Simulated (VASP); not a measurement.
Si2Mo: single point with PBEsol

The system is Si2Mo.

```
Si Mo
1.0
    -1.59504    1.59504    3.91069
     1.59504   -1.59504    3.91069
     1.59504    1.59504   -3.91069
Si Mo
2 1
Direct
  0.26579 0.40433 0.00000
  0.59567 0.73421 0.00000
  0.00000 0.00000 0.00000
```

This cell differs from its parent crystal: all Si atoms moved +0.312 Å, as atom 1 along Cartesian [1 -1 0].

```yaml
Program: VASP 6.6.1
Task: single point
Functional: PBEsol
Potentials_or_basis: VASP PAW PBE potentials, release 64 (Si, Mo_sv)
Cutoff: 520 eV
k_mesh: 20 × 20 × 20
Occupations: gaussian, width 0.15 eV
Spin: no spin polarisation
```

```json
{
 "Pressure": "7.7 GPa",
 "Largest force": "3.965 eV/Å",
 "Band gap on the k mesh": "zero (bands 11 and 12 overlap by 0.34 eV)"
}
```

Forces in eV/Å, atoms in the order of the input:
```
Si  -1.402  1.402 -0.645
Si  -1.402  1.402  0.645
Mo   2.804 -2.804  0.000
```

Stress tensor (GPa, compression positive):
```
 8.34 -9.09  0.00
-9.09  8.34  0.00
 0.00  0.00  6.51
```

Levels at points of the mesh, in eV from the Fermi level:
| k point | band 9 | band 10 | band 11 | band 12 | band 13 | band 14 |
| --- | --- | --- | --- | --- | --- | --- |
| (0.00, 0.00, 0.00) | -2.53 | -2.46 | 0.18 | 2.37 | 2.78 | 3.82 |
| (0.50, 0.00, 0.00) | -2.68 | -2.30 | -0.70 | 2.31 | 3.27 | 4.02 |
| (0.50, 0.50, 0.00) | -4.40 | -3.27 | -1.17 | 2.35 | 2.51 | 3.29 |
| (0.00, 0.00, 0.50) | -4.49 | -3.07 | -1.02 | 2.35 | 2.59 | 2.93 |
| (0.50, 0.50, 0.50) | -1.00 | -0.44 | -0.44 | 0.00 | 0.88 | 4.95 |

Run time: 18 min on 1 thread of Intel(R) Xeon(R) Platinum 8259CL CPU @ 2.50GHz (Skylake/Cascade Lake), on a shared host, peak memory 0.85 GiB.

Caveat: the cell differs from its parent crystal (all Si atoms moved +0.312 Å, as atom 1 along Cartesian [1 -1 0]); the cell stands under pressure; the PAW data sets were made with another functional, which shifts forces and pressure a little.
